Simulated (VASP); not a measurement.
# Y4Zn15Cu in VASP: notebook

Y4Zn15Cu is run at these levels: PBE; tasks: single point.

Everything below comes from runs of VASP 6.6.1. Logs are shortened: lines on timing, memory, paths and dates and some standing lists are left out, and cuts for length are marked.

## Step 1: The cell of the first run

The cell holds a disordered packing, 20 atoms: a = 7.082 Å, b = 7.538 Å, c = 7.094 Å, α = 89.40°, β = 90.70°, γ = 89.14°.

## Step 2: Single point, PBE

The input, INCAR:

```
ALGO = Normal ; EDIFF = 1E-6
ENCUT = 400 ; GGA = PE
GGA_COMPAT = False ; ISIF = 2
ISMEAR = -1 ; ISYM = -1
LASPH = True ; LCHARG = False
LREAL = Auto ; LWAVE = False
NBANDS = 134 ; NELM = 120
PREC = Accurate ; SIGMA = 0.1181
```

The input, KPOINTS:

```
explicit points
1
Reciprocal
  0.25000000   0.25000000   0.25000000 1
```

The input, POSCAR:

```
Y4Zn15Cu
1.0
    7.0818900000      0.0552270000     -0.0432260000
    0.0552270000      7.5375120000      0.0381650000
   -0.0432260000      0.0381650000      7.0938070000
Zn Y Cu
15 4 1
Direct
    0.6343259645      0.5637616065      0.1036081772
    0.9910462411      0.7004677672      0.9203534312
    0.7891358869      0.4816943535      0.4794817963
    0.1940359684      0.6717551408      0.6243558450
    0.7909450383      0.2966314805      0.8094624579
    0.2047708482      0.4044580460      0.8343965777
    0.1706240596      0.5343223261      0.2852875732
    0.9386019119      0.3399451955      0.1195032509
    0.5153918197      0.9809814411      0.4016526204
    0.6434819749      0.6309936765      0.7552734770
    0.8098545110      0.8114623219      0.4412203929
    0.3844166144      0.8109802753     -0.0391388248
    0.7016294161      0.9880860758      0.7016234482
    0.4402707685      0.6566999418      0.3717142560
    0.8799502269      0.1653667438      0.4303988686
    0.1418344243     -0.0258627236      0.2299882116
    0.4967646310      0.1804180975      0.1058719939
    0.1169228768      0.0593374711      0.7635215468
    0.4039288946      0.3153117077      0.5341396177
    0.7584921558      0.8665767258      0.1183881492
```

Potentials or basis: VASP PAW PBE potentials, release 64 (Zn, Y_sv, Cu).

The run is started by

```
> cat potpaw_PBE.64/Zn/POTCAR potpaw_PBE.64/Y_sv/POTCAR potpaw_PBE.64/Cu/POTCAR > POTCAR
> mpirun -np 1 vasp_std > vasp.out
```

OUTCAR:

```text
EDIFF = 1E-6
   ENCUT = 400
   GGA = PE
   ISIF = 2
   ISMEAR = -1
   ISYM = -1
   LASPH = True
   LREAL = Auto
   NELM = 120
   PREC = Accurate

 ion  position               nearest neighbor table
   1  0.634  0.564  0.104-  20 2.46  14 2.46  10 2.52   8 2.72  12 2.73   3 2.93   2 3.04  17 3.06

   2  0.991  0.700  0.920-  20 2.51   4 2.57   6 2.76  10 2.77  12 2.93   1 3.04  18 3.06  16 3.21

   3  0.789  0.482  0.479-  15 2.49  10 2.49  11 2.50   5 2.71  14 2.87   1 2.93   8 2.98  19 3.05

   4  0.194  0.672  0.624-   6 2.49  14 2.52   2 2.57   7 2.63  12 2.94  19 3.13  18 3.14  16 3.60

   5  0.791  0.297  0.809-   8 2.45  13 2.54   3 2.71  10 2.74  18 2.92  15 2.95  17 3.11  19 3.35

   6  0.205  0.404  0.834-   4 2.49  19 2.66  18 2.73   2 2.76   8 2.82  17 3.25
   7  0.171  0.534  0.285-  14 2.22   8 2.51   4 2.63  19 2.89  16 3.34
   8  0.939  0.340  0.120-   5 2.45   7 2.51  15 2.60   1 2.72   6 2.82   3 2.98  16 3.18  17 3.37
                            18 3.54
   9  0.515  0.981  0.402-  11 2.44  13 2.49  14 2.52  17 2.57  20 2.80  19 2.80  16 2.90  15 2.96

  10  0.643  0.631  0.755-   3 2.49   1 2.52  12 2.71   5 2.74  13 2.75   2 2.77  11 2.87  19 3.34

  11  0.810  0.811  0.441-  20 2.35  13 2.41   9 2.44   3 2.50  15 2.72  10 2.87  14 2.92  16 3.07
                            18 3.68
  12  0.384  0.811  0.961-  10 2.71   1 2.73  16 2.86  20 2.90   2 2.93   4 2.94  18 2.97  17 3.09

  13  0.702  0.988  0.702-  11 2.41   9 2.49   5 2.54  15 2.67  10 2.75  18 3.03  19 3.41  17 3.54

  14  0.440  0.657  0.372-   7 2.22   1 2.46   4 2.52   9 2.52  19 2.83   3 2.87  11 2.92  16 3.31

  15  0.880  0.165  0.430-   3 2.49   8 2.60  13 2.67  11 2.72  16 2.75   5 2.95   9 2.96  18 2.98
                            17 3.54  19 3.63
  16  0.142  0.974  0.230-  15 2.75  12 2.86   9 2.90  20 2.95  11 3.07  17 3.11   8 3.18   2 3.21
                            14 3.31   7 3.34  18 3.37   4 3.60  18 3.85  19 3.86
  17  0.497  0.180  0.106-   9 2.57  20 2.98   1 3.06  12 3.09   5 3.11  16 3.11   6 3.25  19 3.28
                             8 3.37  15 3.54  13 3.54  18 3.73  19 4.21
  18  0.117  0.059  0.764-   6 2.73   5 2.92  12 2.97  15 2.98  13 3.03   2 3.06   4 3.14  19 3.26
                            16 3.37   8 3.54  11 3.68  17 3.73  16 3.85
  19  0.404  0.315  0.534-   6 2.66   9 2.80  14 2.83   7 2.89   3 3.05   4 3.13  18 3.26  17 3.28
                            10 3.34   5 3.35  13 3.41  15 3.63  16 3.86  17 4.21
  20  0.758  0.867  0.118-  11 2.35   1 2.46   2 2.51   9 2.80  12 2.90  16 2.95  17 2.98

IMPORTANT INFORMATION: All symmetrisations will be switched off!
NOSYMM: (Re-)initialisation of all symmetry stuff for point group C_1.

----------------------------------------------------------------------------------------

                                     Primitive cell

  volume of cell :     378.6200

  direct lattice vectors                    reciprocal lattice vectors
     7.081890000  0.055227000 -0.043226000     0.141218633 -0.001039088  0.000866104
     0.055227000  7.537512000  0.038165000    -0.001039088  0.132681032 -0.000720162
    -0.043226000  0.038165000  7.093807000     0.000866104 -0.000720162  0.140977182

  length of vectors
     7.082237251  7.537810938  7.094041359     0.141225111  0.132687055  0.140981682

  position of ions in fractional coordinates (direct lattice)
     0.634325965  0.563761607  0.103608177
     0.991046241  0.700467767  0.920353431
     0.789135887  0.481694354  0.479481796
     0.194035968  0.671755141  0.624355845
     0.790945038  0.296631480  0.809462458
     0.204770848  0.404458046  0.834396578
[... 12 lines left out ...]
     0.403928895  0.315311708  0.534139618
     0.758492156  0.866576726  0.118388149

  ion indices of the primitive-cell ions
   primitive index   ion index
                 1           1
                 2           2
                 3           3
                 4           4
                 5           5
                 6           6
[... 12 lines left out ...]
                19          19
                20          20

----------------------------------------------------------------------------------------

 KPOINTS: explicit points

Read explicit list of k-points.

 Found      1 k-points:

 Following reciprocal coordinates:
            Coordinates               Weight
  0.250000  0.250000  0.250000      1.000000
   k-points           NKPTS =      1   k-points in BZ     NKDIM =      1   number of bands    NBANDS=    134
   number of dos      NEDOS =    301   number of ions     NIONS =     20
   total plane-waves  NPLWV = 115200
   dimension x,y,z NGX =    48 NGY =   50 NGZ =   48
   dimension x,y,z NGXF=    96 NGYF=  100 NGZF=   96
   ions per type =              15   4   1
   NGX,Y,Z   is equivalent  to a cutoff of  11.27, 11.03, 11.25 a.u.
   NGXF,Y,Z  is equivalent  to a cutoff of  22.53, 22.05, 22.50 a.u.
 SYSTEM =  unknown system
   PREC   = accura    normal or accurate (medium, high low for compatibility)
   ISTART =      0    job   : 0-new  1-cont  2-samecut
   ICHARG =      2    charge: 1-file 2-atom 10-const
   ISPIN  =      1    spin polarized calculation?
   LNONCOLLINEAR =      F non collinear calculations
   LSORBIT =      F    spin-orbit coupling
   LASPH  =      T    aspherical Exc in radial PAW
   ENCUT  =  400.0 eV  29.40 Ry    5.42 a.u.  11.55 12.29 11.57*2*pi/ulx,y,z
   NELM   =    120;   NELMIN=  2; NELMDL= -5     # of ELM steps
   EDIFF  = 0.1E-05   stopping-criterion for ELM
   LREAL  =      T    real-space projection
   EDIFFG = 0.1E-04   stopping-criterion for IOM
   NSW    =      0    number of steps for IOM
   IBRION =     -1    ionic relax: 0-MD 1-quasi-New 2-CG
   NFREE  =      0    steps in history (QN), initial steepest desc. (CG)
   ISIF   =      2    stress and relaxation
   ISYM   =     -1    0-nonsym 1-usesym 2-fastsym
   POTIM  = 0.5000    time-step for ionic-motion
   TEBEG  =    0.0;   TEEND  =   0.0 temperature during run
   PSTRESS=    0.0 pullay stress
   NELECT =     235.0000    total number of electrons
   NUPDOWN=      -1.0000    fix difference up-down
   EMIN   =  10.00;   EMAX   =-10.00  energy-range for DOS
   EFERMI =   0.00;   METHOD = LEGACY
   ISMEAR =    -1;   SIGMA  =   0.12  broadening in eV -4-tet -1-fermi 0-gaus
   EFERMI_NEDOS =   21; number of points for ismear=-14 and -15
   IALGO  =     38    algorithm
   IMIX   =      4    mixing-type and parameters
     AMIX     =   0.40;   BMIX     =  1.00
     AMIX_MAG =   1.60;   BMIX_MAG =  1.00
  volume/ion in A,a.u.               =      18.93       127.75
  Fermi-wavevector in a.u.,A,eV,Ry     =   1.396464  2.638933 26.532863  1.950110
  Thomas-Fermi vector in A             =   2.519815
   LORBIT       =      0    0 simple, 1 ext, 2 COOP (PROOUT), +10 PAW based schemes
   GGA     = PE    functional components
   LHFCALC =     F    Hartree Fock is set to
   AEXX    =    0.0000 exact exchange contribution
   IVDW    =     0    specifies the selected vdW correction
   LEPSILON=     F    determine dielectric tensor
   LRPA    =     F    only Hartree local field effects (RPA)
 non-spin polarized calculation
  energy-cutoff  :      400.00
  volume of cell :      378.62
 maximum number of plane-waves:      6882
 NGX is ok and might be reduce to    48
   NGX = 23   NGY = 25   NGZ = 23

 number of electron     235.0000010 magnetization

 Free energy of the ion-electron system (eV)
  ---------------------------------------------------
  ext. energy  EPLUGINS =         0.00000000
  ---------------------------------------------------
  free energy    TOTEN  =       -44.99976717 eV

  energy without entropy =      -44.45490576  energy(sigma->0) =      -44.72733647

 E-fermi :   3.0156     XC(G=0): -10.6924

 val. band max:        2.9980644888   @ k =   0.2500   0.2500   0.2500
 cond. band min:       3.1667958471   @ k =   0.2500   0.2500   0.2500
 fundamental gap:      0.1687313583
 Fermi energy:         3.0155822075

 k-point     1 :       0.2500    0.2500    0.2500
  band No.  band energies     occupation
      1     -39.8360      2.00000
      2     -39.7419      2.00000
      3     -39.6007      2.00000
      4     -39.4888      2.00000
      5     -20.0736      2.00000
      6     -20.0094      2.00000
[... 121 lines left out ...]
    128       4.7883      0.00000
    129       5.1211      0.00000
 [bands above 129 left out]

------------------------ aborting loop because EDIFF is reached ----------------------------------------

  FORCE on cell =-STRESS in cart. coord.  units (eV):
  Direction    XX          YY          ZZ          XY          YZ          ZX
  --------------------------------------------------------------------------------------
  -------------------------------------------------------------------------------------
  Total        3.6205707     12.4683166      7.5771481     -4.8339441     -5.2746589     -6.1947340
  in kB       15.3208924     52.7612226     32.0636386    -20.4554321    -22.3203710    -26.2137825
  external PRESSURE =      33.3819179 kB  Pullay stress =       0.0000000 kB

 VOLUME and BASIS-vectors are now :
 -----------------------------------------------------------------------------
  energy-cutoff  :      400.00
  volume of cell :      378.62
      direct lattice vectors                 reciprocal lattice vectors
     7.081890000  0.055227000 -0.043226000     0.141218633 -0.001039088  0.000866104
     0.055227000  7.537512000  0.038165000    -0.001039088  0.132681032 -0.000720162
    -0.043226000  0.038165000  7.093807000     0.000866104 -0.000720162  0.140977182

 POSITION                                       TOTAL-FORCE (eV/Angst)
 -----------------------------------------------------------------------------------
      4.51888      4.28835      0.72907         0.236576     -0.628659      0.015792
      7.01738      5.36964      6.51270         0.257010     -0.022680      0.443660
      5.59445      3.69266      3.38562         0.225543     -0.159132     -0.574462
      1.38425      5.09791      4.44631        -0.428254      0.578130     -0.083322
      5.58278      2.31044      5.71930        -0.543750      0.482850     -0.369153
      1.43643      3.09176      5.92563        -0.631976      0.564890      1.711106
[... 12 lines left out ...]
      2.85490      2.41936      3.78366         0.921248     -0.710709      0.332220
      5.41430      6.57824      0.84011         0.011690      0.547721     -1.047734
 -----------------------------------------------------------------------------------
    total drift:                               -0.005140      0.003316      0.006597

  FREE ENERGIE OF THE ION-ELECTRON SYSTEM (eV)
  ---------------------------------------------------
  free  energy   TOTEN  =       -44.9997671709 eV

  energy  without entropy=      -44.4549057617  energy(sigma->0) =      -44.72733647
```

Run time: 2.3 min. Hardware: 1 thread of Intel Xeon Platinum 8375C at 2.90GHz (Ice Lake), shared host; peak memory 0.35 GiB.

Results:

| Item | Value |
| --- | --- |
| Free energy | -44.9998 eV |
| Pressure | 3.3 GPa |
| Largest force | 3.227 eV/Å |
| Band gap on the k mesh | zero (an odd number of electrons rules out a gap without spin polarisation) |

Forces in eV/Å, atoms in the order of the input:
```
Zn   0.237 -0.629  0.016
Zn   0.257 -0.023  0.444
Zn   0.226 -0.159 -0.574
Zn  -0.428  0.578 -0.083
Zn  -0.544  0.483 -0.369
Zn  -0.632  0.565  1.711
Zn  -2.007 -0.386 -1.310
Zn   0.229 -0.281  0.156
Zn  -0.549 -0.999  1.011
Zn  -0.536  0.222 -0.296
Zn   1.202 -0.566  0.478
Zn   0.413 -0.240 -0.239
Zn  -0.572  0.096  1.398
Zn   1.742  1.273  0.179
Zn  -0.599  0.130  0.228
Y   -0.549 -0.214  0.911
Y    0.853  1.472 -2.742
Y    0.326 -1.158 -0.202
Y    0.921 -0.711  0.332
Cu   0.012  0.548 -1.048
```

Levels at points of the mesh, in eV from the Fermi level:
```tsv
k point	band 115	band 116	band 117	band 118	band 119	band 120	band 121	band 122
(0.25, 0.25, 0.25)	-0.69	-0.35	-0.12	-0.02	0.15	0.35	0.57	0.64
```

Caveat: the atoms stand as in a frame of molecular dynamics.

## Step 3: Single point, PBE

The input, INCAR:

```
SYSTEM = Y4Zn15Cu
PREC     = Accurate       ! precision mode
ENCUT    = 400            ! plane-wave cutoff, eV
EDIFF    = 1E-6           ! SCF threshold, eV
ISMEAR   = -1             ! smearing method
SIGMA    = 0.05           ! smearing width, eV
LREAL    = Auto         
LASPH    = .TRUE.         ! aspherical terms in the spheres
NELM     = 120            ! most SCF steps
ALGO     = Normal         ! electronic algorithm
ISIF     = 2              ! what is computed and relaxed
LWAVE    = .FALSE.        ! write WAVECAR
LCHARG   = .FALSE.        ! write CHGCAR
GGA      = PE             ! functional
NBANDS   = 134            ! bands
ISYM     = -1           
GGA_COMPAT= .FALSE.
```

KPOINTS is that of step 2.

The input, POSCAR:

```
Y4Zn15Cu
1.0
    7.0818900000      0.0552270000     -0.0432260000
    0.0552270000      7.5375120000      0.0381650000
   -0.0432260000      0.0381650000      7.0938070000
Zn Y Cu
15 4 1
Direct
    0.6642974607      0.5928382653      0.1201180480
    0.0735444648      0.6805960063      0.9692334576
    0.8233792128      0.4476603517      0.4171089561
    0.1205869617      0.6482005842      0.5558407378
    0.7917023824      0.3567915476      0.7679570614
    0.2028977337      0.3748412627      0.8699345275
    0.1706660847      0.4309420802      0.2668550621
    0.8990925360      0.2926257007      0.0970545314
    0.4364655024      0.9937027027      0.4703857878
    0.6953948397      0.6853908094      0.7808457711
    0.8197950515      0.7914047975      0.4602389798
    0.3837964496      0.7911604547      0.9162230304
    0.6276536936      0.0210052431      0.7589754406
    0.3895100275      0.7014180177      0.3107245999
    0.7844154688      0.1227890491      0.4159611192
    0.1273670059      1.0005805294      0.2333592400
    0.5078837334      0.1934159141      0.0986330843
    0.0930166795      0.0192844583      0.7361753354
    0.4620061461      0.3631607198      0.5537404174
    0.8123839194      0.9099811903      0.0321585681
```

Potentials or basis: VASP PAW PBE potentials, release 64 (Zn, Y_sv, Cu).

The run is started by

```
> cat potpaw_PBE.64/Zn/POTCAR potpaw_PBE.64/Y_sv/POTCAR potpaw_PBE.64/Cu/POTCAR > POTCAR
> mpirun -np 1 vasp_std > vasp.out
```

OUTCAR:

```text
SYSTEM = Y4Zn15Cu
   PREC = Accurate
   ENCUT = 400
   EDIFF = 1E-6
   ISMEAR = -1
   LREAL = Auto
   LASPH = .TRUE.
   NELM = 120
   ISIF = 2
   GGA = PE
   ISYM = -1

 ion  position               nearest neighbor table
   1  0.664  0.593  0.120-  10 2.51  14 2.51   3 2.60  20 2.70   8 2.80  12 2.84  17 3.23
   2  0.074  0.681  0.969-  12 2.39  20 2.56   6 2.58   7 2.88   4 2.97  10 2.98  18 3.03  16 3.09

   3  0.823  0.448  0.417-  15 2.47   5 2.59   1 2.60  11 2.61   8 2.62   7 2.69   4 2.79  19 2.83

   4  0.121  0.648  0.556-  11 2.46  14 2.63   7 2.66   3 2.79   2 2.97  18 3.09  19 3.21  16 3.49

   5  0.792  0.357  0.768-   8 2.49  10 2.56   3 2.59  19 2.77  13 2.80   6 3.00  18 3.31  17 3.35

   6  0.203  0.375  0.870-   2 2.58   8 2.78   7 2.86  19 2.92  18 2.96  17 2.99   5 3.00
   7  0.171  0.431  0.267-   8 2.50  14 2.60   4 2.66   3 2.69   6 2.86   2 2.88  19 2.92  17 3.21
                            16 3.27
   8  0.899  0.293  0.097-   5 2.49   7 2.50   3 2.62  15 2.73   6 2.78   1 2.80  16 2.86  17 2.88
                            18 3.58
   9  0.436  0.994  0.470-  13 2.45  14 2.51  15 2.69  16 2.74  19 2.86  17 3.07  18 3.10
  10  0.695  0.685  0.781-   1 2.51  12 2.54   5 2.56  13 2.57  11 2.57  20 2.61   2 2.98  19 3.37
[... 168 lines left out ...]
      2     -39.9535      2.00000
      3     -39.6506      2.00000
      4     -39.4649      2.00000
      5     -20.1634      2.00000
      6     -20.0439      2.00000
[... 121 lines left out ...]
    128       4.9225      0.00000
    129       5.1395      0.00000
 [bands above 129 left out]

------------------------ aborting loop because EDIFF is reached ----------------------------------------

  FORCE on cell =-STRESS in cart. coord.  units (eV):
  Direction    XX          YY          ZZ          XY          YZ          ZX
  --------------------------------------------------------------------------------------
  -------------------------------------------------------------------------------------
  Total       10.2655082     -5.2601617      4.4347930     -8.7008052     -6.0947373      1.7486194
  in kB       43.4397669    -22.2590243     18.7663746    -36.8185326    -25.7906343      7.3994989
  external PRESSURE =      13.3157057 kB  Pullay stress =       0.0000000 kB

 VOLUME and BASIS-vectors are now :
 -----------------------------------------------------------------------------
  energy-cutoff  :      400.00
  volume of cell :      378.62
      direct lattice vectors                 reciprocal lattice vectors
     7.081890000  0.055227000 -0.043226000     0.141218633 -0.001039088  0.000866104
     0.055227000  7.537512000  0.038165000    -0.001039088  0.132681032 -0.000720162
    -0.043226000  0.038165000  7.093807000     0.000866104 -0.000720162  0.140977182

 POSITION                                       TOTAL-FORCE (eV/Angst)
 -----------------------------------------------------------------------------------
      4.73203      4.50980      0.84601         0.171507     -0.043711     -0.079677
      0.51653      5.17105      6.89835        -0.824484     -0.287753      0.200118
      5.83777      3.43564      2.94038         0.730224      0.165919     -0.172108
      0.86576      4.91369      3.96255         0.511966     -0.260588      0.489049
      5.59326      2.76235      5.42713         0.634904     -0.204696      0.387967
      1.42000      2.86978      6.17668        -0.570263      0.009775      0.350350
[... 12 lines left out ...]
      3.26800      2.78398      3.92202        -0.979041      0.351392      0.521796
      5.80208      6.90509      0.22774        -0.276949     -0.252874      0.329447
 -----------------------------------------------------------------------------------
    total drift:                               -0.002943      0.006127      0.000976

  FREE ENERGIE OF THE ION-ELECTRON SYSTEM (eV)
  ---------------------------------------------------
  free  energy   TOTEN  =       -47.7382342354 eV

  energy  without entropy=      -47.6629247181  energy(sigma->0) =      -47.70057948
```

stdout:

```text
POSCAR found type information on POSCAR ZnY Cu
 POSCAR found :  3 types and      20 ions
 scaLAPACK will be used
 LDA part: xc-table for (Slater+PW92), standard interpolation
 POSCAR, INCAR and KPOINTS ok, starting setup
 FFT: planning ... GRIDC
 FFT: planning ... GRID_SOFT
 FFT: planning ... GRID
 WAVECAR not read
 entering main loop
```

Run time: 2.2 min. Hardware: 1 thread of Intel Xeon Platinum 8375C at 2.90GHz (Ice Lake), shared host; peak memory 0.34 GiB.

What came out:

| Property | Result |
| --- | --- |
| Free energy | -47.7382 eV |
| Pressure | 1.3 GPa |
| Largest force | 1.164 eV/Å |
| Band gap on the k mesh | zero (an odd number of electrons rules out a gap without spin polarisation) |

Forces in eV/Å, atoms in the order of the input:
```
Zn   0.172 -0.044 -0.080
Zn  -0.824 -0.288  0.200
Zn   0.730  0.166 -0.172
Zn   0.512 -0.261  0.489
Zn   0.635 -0.205  0.388
Zn  -0.570  0.010  0.350
Zn   0.307 -0.206 -0.186
Zn   0.468  0.113 -0.210
Zn   0.186 -0.112 -0.042
Zn   0.162 -0.194 -0.505
Zn  -0.414  0.629 -0.210
Zn   0.644  0.028  0.331
Zn  -0.094  0.344 -0.519
Zn   0.244 -0.012 -0.276
Zn  -0.128 -0.518  0.144
Y   -0.160 -0.359  0.012
Y   -0.205  0.218 -0.245
Y   -0.408  0.591 -0.320
Y   -0.979  0.351  0.522
Cu  -0.277 -0.253  0.329
```

Stress tensor (GPa, compression positive):
```
 4.34 -3.68  0.74
-3.68 -2.23 -2.58
 0.74 -2.58  1.88
```

Levels at points of the mesh, in eV from the Fermi level:
```tsv
k point	band 113	band 114	band 115	band 116	band 117	band 118	band 119	band 120	band 121	band 122
(0.25, 0.25, 0.25)	-1.21	-0.94	-0.75	-0.40	-0.30	0.00	0.25	0.46	0.63	0.76
```

Caveat: the atoms stand as in a frame of molecular dynamics.

The gap in the log of VASP goes by the Fermi energy; the results here count the filled bands.